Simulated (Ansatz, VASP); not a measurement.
**BiTe in VASP and in Ansatz**

Contents of INCAR:

```
  PREC = Accurate
  ENCUT = 520
  EDIFF = 1E-6
  ISMEAR = -1
  SIGMA = 0.05
  LREAL = False
  LASPH = True
  NELM = 60
  ALGO = Normal
  ISIF = 2
  LWAVE = False
  LCHARG = False
  GGA = CA
  NBANDS = 18
```

Contents of KPOINTS:

```
Automatic mesh
0
Gamma
  10 10 10
```

Contents of POSCAR:

```
BiTe
1.0
    0.0000000000      3.0201110436      3.0201110436
    3.0201110436      0.0000000000      3.0201110436
    3.0201110436      3.0201110436      0.0000000000
Bi Te
1 1
Direct
    0.0000000000      0.0000000000      0.0000000000
    0.5000000000      0.5000000000      0.5000000000
```

Input for Ansatz:

```yaml
crystal:
  lattice:
    - [0.0, 3.0201110436, 3.0201110436]
    - [3.0201110436, 0.0, 3.0201110436]
    - [3.0201110436, 3.0201110436, 0.0]
  atoms:
    - { symbol: Bi, position: [0.0, 0.0, 0.0] }
    - { symbol: Te, position: [0.5, 0.5, 0.5] }
kpoints:
  mp_grid: { grid: [10, 10, 10] }
  band_path:
    path:
      - [0.0, 0.0, 0.0]
      - [0.5, 0.0, 0.5]
      - [0.625, 0.25, 0.625]
      - [0.375, 0.375, 0.75]
      - [0.0, 0.0, 0.0]
      - [0.5, 0.5, 0.5]
      - [0.5, 0.25, 0.75]
      - [0.5, 0.0, 0.5]
    npoints: 6
scf:
  occupations: { method: fermi_dirac, width: 0.05 }
hamiltonian:
  xc: lda
  pseudopotentials: { kind: paw }
output:
  forces: true
  stress: true
  eigenvalues: true
  populations: true
  write_density: true
  write_potential: true
  elf: true
  volumetric_format: npy
```

Change from the starting cell: volume scaled by 0.8, PAW files.

Alike in both runs: task single point; functional LDA; k mesh 10 × 10 × 10; occupations fermi-dirac, width 0.05 eV; no spin polarisation.

|  | VASP | Ansatz |
| --- | --- | --- |
| version | VASP 6.6.1 | Ansatz 0.2.0 |
| potentials or method | VASP PAW LDA potentials, release 64 (Bi_d, Te) | PAW with Ansatz's default frozen-core files, scalar-relativistic |
| plane-wave cutoff (eV) | 520 | 420 |
| valence electrons in the cell | 21 | 31 |

```csv
,VASP,Ansatz,Ansatz less VASP
pressure (GPa),12.2,12.1,-0.17
```

LDA's correlation is that of Perdew and Zunger in VASP and of Perdew and Wang (1992) in Ansatz. VASP's potentials hold 21 valence electrons a cell and Ansatz's 31, so a difference there can come from the potentials and not from the codes.

Spin-orbit coupling is off throughout.
